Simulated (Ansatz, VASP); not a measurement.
**One calculation of SiC, two programs**

File POSCAR:

```
SiC
1.0
    2.6201228479      0.0000000000      0.0000000000
    0.0000000000      2.6201228479      0.0000000000
    0.0000000000      0.0000000000      2.6201228479
Si C
1 1
Direct
    0.0000000000      0.0000000000      0.0000000000
    0.5000000000      0.5000000000      0.5000000000
```

File INCAR.step1:

```
PREC     = Accurate       # precision mode
ENCUT    = 520            # plane-wave cutoff, eV
EDIFF    = 1E-5           # SCF threshold, eV
ISMEAR   = -1             # smearing method
SIGMA    = 0.02           # smearing width, eV
LREAL    = False          # projectors in reciprocal space
LASPH    = True           # aspherical terms in the spheres
NELM     = 100            # most SCF steps
ALGO     = Normal         # electronic algorithm
ISIF     = 2              # what is computed and relaxed
LWAVE    = True           # write WAVECAR
LCHARG   = False          # write CHGCAR
NBANDS   = 11             # bands
GGA      = PE             # functional
```

File INCAR.step2:

```
PREC     = Accurate       # precision mode
ENCUT    = 520            # plane-wave cutoff, eV
EDIFF    = 1E-6           # SCF threshold, eV
ISMEAR   = -1             # smearing method
SIGMA    = 0.02           # smearing width, eV
LREAL    = False          # projectors in reciprocal space
LASPH    = True           # aspherical terms in the spheres
NELM     = 100            # most SCF steps
ALGO     = Normal         # electronic algorithm
ISIF     = 2              # what is computed and relaxed
LWAVE    = False          # write WAVECAR
LCHARG   = False          # write CHGCAR
GGA      = PE             # functional
LHFCALC  = True           # exact exchange
HFSCREEN = 0.2079         # screening, 1/A
PRECFOCK = Normal       
NBANDS   = 11             # bands
ISTART   = 1
```

KPOINTS

```
regular mesh
0
Gamma
  6 6 6
```

Input for Ansatz:

```yaml
crystal:
  lattice:
    - [2.6201228479, 0.0, 0.0]
    - [0.0, 2.6201228479, 0.0]
    - [0.0, 0.0, 2.6201228479]
  atoms:
    - { symbol: Si, position: [0.0, 0.0, 0.0] }
    - { symbol: C, position: [0.5, 0.5, 0.5] }
kpoints:
  mp_grid: { grid: [6, 6, 6] }
hamiltonian:
  xc: hse06
scf:
  occupations: { method: fermi_dirac, width: 0.02 }
  n_extra_bands: 4
output:
  forces: true
  stress: true
  eigenvalues: true
  write_density: true
  write_potential: true
  elf: true
  volumetric_format: npy
```

Alike in both runs: task single point; functional HSE06; k mesh 6 × 6 × 6; occupations fermi-dirac, width 0.02 eV; no spin polarisation.

|  | VASP | Ansatz |
| --- | --- | --- |
| version | VASP 6.6.1 | Ansatz 0.2.0 |
| potentials or method | VASP PAW PBE potentials, release 64 (Si, C) | plane waves, PAW |
| plane-wave cutoff (eV) | 520 | 420 |
| valence electrons in the cell | 8 | 8 |

VASP gave:

```
pressure (GPa) : -1.6
```

Question: Which values does Ansatz return?

Answer: Pressure (GPa): -1.4.

The functional is the same, so the differences come from potentials, cutoffs and numerics. Ansatz's warnings: filled band counts differ across k points, stress exchange threshold loose, stress scf threshold loose.

The k mesh is coarse, so the values compare programs but aren't converged.
